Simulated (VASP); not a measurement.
Wanted: the native input for a VASP 6.6.1 run.

```yaml
Task: relaxation of the atoms
Functional: r2SCAN
Potentials_or_basis: VASP PAW PBE potentials, release 64 (Zn, S)
Cutoff: 520 eV
k_mesh: 10 × 10 × 10
Occupations: fermi-dirac, width 0.02 eV
Spin: no spin polarisation
Dipole_correction: no
Further_INCAR_settings: ALGO = Normal; EDIFF = 1e-06; IBRION = 2; EDIFFG = -0.01; NSW = 50
```

Crystal: ZnS.

```xyz
2
Lattice="0.0000 2.6402 2.6402 2.6402 0.0000 2.6402 2.6402 2.6402 0.0000" Properties=species:S:1:pos:R:3 pbc="T T T"
Zn    1.3201    1.3201    1.3201
S     0.0000    0.0000    0.0000
```

These files were run (other wordings do the same):

POSCAR

```
ZnS
1.0
    0.0000000000      2.6401623600      2.6401623600
    2.6401623600      0.0000000000      2.6401623600
    2.6401623600      2.6401623600      0.0000000000
Zn S
1 1
Direct
    0.2500000000      0.2500000000      0.2500000000
    0.0000000000      0.0000000000      0.0000000000
```

INCAR.step1

```
PREC = Accurate
ENCUT = 520
ISMEAR = -1
SIGMA = 0.02
LREAL = F
LASPH = T
NELM = 60
GGA = PE
ALGO = Normal
EDIFF = 1E-4
LWAVE = T
LCHARG = F
```

INCAR.step2

```
PREC = Accurate
ENCUT = 520
EDIFF = 1E-6
ISMEAR = -1
SIGMA = 0.02
LREAL = F
LASPH = T
NELM = 60
ALGO = Normal
ISIF = 2
LWAVE = F
LCHARG = F
METAGGA = R2SCAN
LMIXTAU = T
IBRION = 2
NSW = 50
EDIFFG = -0.01
ISTART = 1
```

KPOINTS

```
Automatic mesh
0
Gamma
  10 10 10
```

Potentials or basis: VASP PAW PBE potentials, release 64 (Zn, S).

The run is started by

```bash
$ cat potpaw_PBE.64/Zn/POTCAR potpaw_PBE.64/S/POTCAR > POTCAR
$ cp INCAR.step1 INCAR
$ mpirun -np 1 vasp_std > vasp.out
$ cp INCAR.step2 INCAR
$ mpirun -np 1 vasp_std > vasp.out
```

Results of the run:

```
Pressure after relaxing : 5.5 GPa
Band gap on the k mesh  : 3.01 eV
```

Caveat: the relaxation stopped at its first step, so nothing moved; the PAW data sets were made with another functional, which shifts forces and pressure a little.

Wall time 83 s on 1 thread of Oxide Virtual Turin-like Processor (shared host), peak memory 0.14 GiB.
